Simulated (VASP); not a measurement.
Runs of VASP 6.6.1 on MgO (zincblende type). The structure is that of space group F-43m (No. 216), or close to it. The cells are those of the table. 

```tsv
task	cell	cutoff (eV)	gap on the mesh (eV)	pressure (GPa)
relaxation of cell and atoms	relaxed to 62 GPa from a = 2.953 Å, angles 60.0°, 2 atoms	600	5.35	62.0
relaxation of cell and atoms	relaxed to 62 GPa from a = 2.873 Å, angles 60.0°, 2 atoms	600	5.35	62.0
single point	a = 2.953 Å, angles 60.0°, 2 atoms	520	5.36	(a)
single point	a = 2.952 Å, angles 60.0°, 2 atoms	520	5.36	63.0
```

Alike in all rows: level PBE; potentials or basis VASP PAW PBE potentials, release 64 (Mg, O); no spin polarisation; k mesh 16 × 16 × 16; smearing fermi-dirac 0.08 eV.

Q: Fill in the values left out.

A: (a) 62.7.

Caveats: the cell is relaxed towards a set pressure, so the enthalpy falls and the energy may rise (some runs).

A k mesh can miss the band edges.
